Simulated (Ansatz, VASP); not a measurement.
# One calculation of Pb, two programs

```
CELL_PARAMETERS angstrom
3.45664 0.00000 0.00000
-1.72832 2.99354 0.00000
0.00000 0.00000 5.55248
ATOMIC_POSITIONS crystal
Pb 0.66667 0.33333 0.75000
Pb 0.33333 0.66667 0.25000
```

Change from the starting cell: volume scaled by 0.98.

Alike in both runs: task single point; functional LDA; k mesh 9 × 9 × 5; occupations fermi-dirac, width 0.05 eV; no spin polarisation.

|  | VASP | Ansatz |
| --- | --- | --- |
| version | VASP 6.6.1 | Ansatz 0.2.0 |
| potentials or method | VASP PAW LDA potentials, release 64 (Pb_d), cutoff 520 eV | all-electron LAPW, scalar-relativistic |

```csv
,VASP,Ansatz,Ansatz less VASP
gap on the k mesh at the Fermi level (eV),none,none,-
pressure (GPa),0.5,0.4,-0.05
"traceless stress, the component that is largest in VASP (GPa)",2.76,2.69,-0.068
```

LDA's correlation is that of Perdew and Zunger in VASP and of Perdew and Wang (1992) in Ansatz. A gap of «none» marks a metal or a gap that the smearing closes. Ansatz ran all-electron here, and VASP with PAW potentials.

Neither program's run includes spin-orbit coupling.
